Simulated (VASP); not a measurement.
Here is a VASP 6.6.1 calculation.

File INCAR:

```
PREC = Accurate ; ENCUT = 520
EDIFF = 1E-7 ; ISMEAR = 0
SIGMA = 0.02 ; LREAL = False
LASPH = True ; NELM = 100
ALGO = Normal ; ISIF = 2
LWAVE = False ; LCHARG = False
GGA = PE ; NBANDS = 11
```

KPOINTS

```
Automatic mesh
0
Gamma
  8 8 8
```

POSCAR

```
BeS
1.0
    0.0000000000      2.3624704181      2.3624704181
    2.3624704181      0.0000000000      2.3624704181
    2.3624704181      2.3624704181      0.0000000000
Be S
1 1
Direct
    0.0000000000      0.0000000000      0.0000000000
    0.2500000000      0.2500000000      0.2500000000
```

Potentials or basis: VASP PAW PBE potentials, release 64 (Be, S).

The run is started by

```bash
$ cat potpaw_PBE.64/Be/POTCAR potpaw_PBE.64/S/POTCAR > POTCAR
$ mpirun -np 1 vasp_std > vasp.out
```

(1) What does it give for the band gap on the k mesh?

(2) What does it give for the pressure?

## Answers

(1) 2.92 eV, indirect (least direct gap 5.62 eV).

(2) 10.5 GPa.
